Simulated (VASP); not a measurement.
Set up this calculation in VASP 6.6.1, as the native input.

```yaml
Task: single point
Functional: r2SCAN
Potentials_or_basis: VASP PAW PBE potentials, release 64 (Bi_d)
Cutoff: 520 eV
k_mesh: 16 × 16 × 16
Occupations: gaussian, width 0.1 eV
Spin: no spin polarisation
Dipole_correction: no
Further_INCAR_settings: ALGO = Normal; EDIFF = 1e-06; NBANDS = 14
```

Crystal: Bi.

```
CELL_PARAMETERS angstrom
-1.93977 1.93977 1.93977
1.93977 -1.93977 1.93977
1.93977 1.93977 -1.93977
ATOMIC_POSITIONS crystal
Bi 0.00000 0.00000 0.00000
```

This cell differs from its parent crystal: volume scaled by 0.94.

One way to write it, as run:

POSCAR

```
Bi
1.0
   -1.9397720675      1.9397720675      1.9397720675
    1.9397720675     -1.9397720675      1.9397720675
    1.9397720675      1.9397720675     -1.9397720675
Bi
1
Direct
    0.0000000000      0.0000000000      0.0000000000
```

INCAR.step1

```
PREC = Accurate
ENCUT = 520
ISMEAR = 0
SIGMA = 0.1
LREAL = False
LASPH = True
NELM = 80
NBANDS = 14
GGA = PE
ALGO = Normal
EDIFF = 1E-4
LWAVE = True
LCHARG = False
```

INCAR.step2

```
PREC = Accurate
ENCUT = 520
EDIFF = 1E-6
ISMEAR = 0
SIGMA = 0.1
LREAL = False
LASPH = True
NELM = 80
ALGO = Normal
ISIF = 2
LWAVE = False
LCHARG = True
METAGGA = R2SCAN
LMIXTAU = True
LELF = True
LVHAR = True
NBANDS = 14
ISTART = 1
```

KPOINTS

```
Automatic mesh
0
Gamma
  16 16 16
```

Potentials or basis: VASP PAW PBE potentials, release 64 (Bi_d).

The run is started by

```bash
$ cat potpaw_PBE.64/Bi_d/POTCAR > POTCAR
$ cp INCAR.step1 INCAR
$ mpirun -np 1 vasp_std > vasp.out
$ cp INCAR.step2 INCAR
$ mpirun -np 1 vasp_std > vasp.out
```

It gave:

```
Pressure : 4.0 GPa
```

Caveat: the PAW data sets were made with another functional, which shifts forces and pressure a little.

Wall time 4.7 min on 1 thread of AMD EPYC 9R45 (Zen 5), with other jobs on the host, peak memory 0.16 GiB.
